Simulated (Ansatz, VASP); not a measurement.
## One calculation of MgO, two programs

Contents of INCAR:

```
SYSTEM = MgO
  PREC = Accurate
  ENCUT = 600
  EDIFF = 1E-6
  ISMEAR = -1
  SIGMA = 0.01
  LREAL = .False.
  LASPH = .True.
  NELM = 120
  ALGO = Normal
  ISIF = 2
  LWAVE = .False.
  LCHARG = .False.
  GGA = CA
  NBANDS = 11
  GGA_COMPAT = .False.
```

The input KPOINTS:

```
regular mesh
0
Gamma
  10 10 10
  0 0 0
```

The input POSCAR:

```
MgO
1.0
    0.0000000000      2.1351500000      2.1351500000
    2.1351500000      0.0000000000      2.1351500000
    2.1351500000      2.1351500000      0.0000000000
Mg O
1 1
Direct
    0.0000000000      0.0000000000      0.0000000000
    0.5000000000      0.5000000000      0.5000000000
```

Input for Ansatz:

```yaml
crystal:
  lattice:
    - [0.0, 2.13515, 2.13515]
    - [2.13515, 0.0, 2.13515]
    - [2.13515, 2.13515, 0.0]
  atoms:
    - { symbol: Mg, position: [0.0, 0.0, 0.0] }
    - { symbol: O, position: [0.5, 0.5, 0.5] }
kpoints:
  mp_grid: { grid: [10, 10, 10] }
  band_path:
    path:
      - [0.0, 0.0, 0.0]
      - [0.5, 0.0, 0.5]
      - [0.625, 0.25, 0.625]
      - [0.375, 0.375, 0.75]
      - [0.0, 0.0, 0.0]
      - [0.5, 0.5, 0.5]
      - [0.5, 0.25, 0.75]
      - [0.5, 0.0, 0.5]
    npoints: 5
scf:
  occupations: { method: fermi_dirac, width: 0.01 }
hamiltonian:
  xc: lda
  pseudopotentials: { kind: all_electron, lapw: { basis_error: 0.0005 } }
output:
  forces: true
  stress: true
  eigenvalues: true
```

Alike in both runs: task single point; functional LDA; k mesh 10 × 10 × 10; occupations fermi-dirac, width 0.01 eV; no spin polarisation.

```csv
,VASP,Ansatz
version,VASP 6.6.1,Ansatz 0.2.0
potentials or method,"VASP PAW LDA potentials, release 64 (Mg, O), cutoff 600 eV","all-electron LAPW, scalar-relativistic"
```

Ansatz gave:

* gap on the k mesh at the Fermi level (eV): 4.27
* pressure (GPa): -11.4

Problem. Estimate VASP's values.

Solution. gap on the k mesh at the Fermi level (eV): 4.27; pressure (GPa): -13.5.

LDA's correlation is that of Perdew and Zunger in VASP and of Perdew and Wang (1992) in Ansatz. Ansatz ran all-electron here, and VASP with PAW potentials.
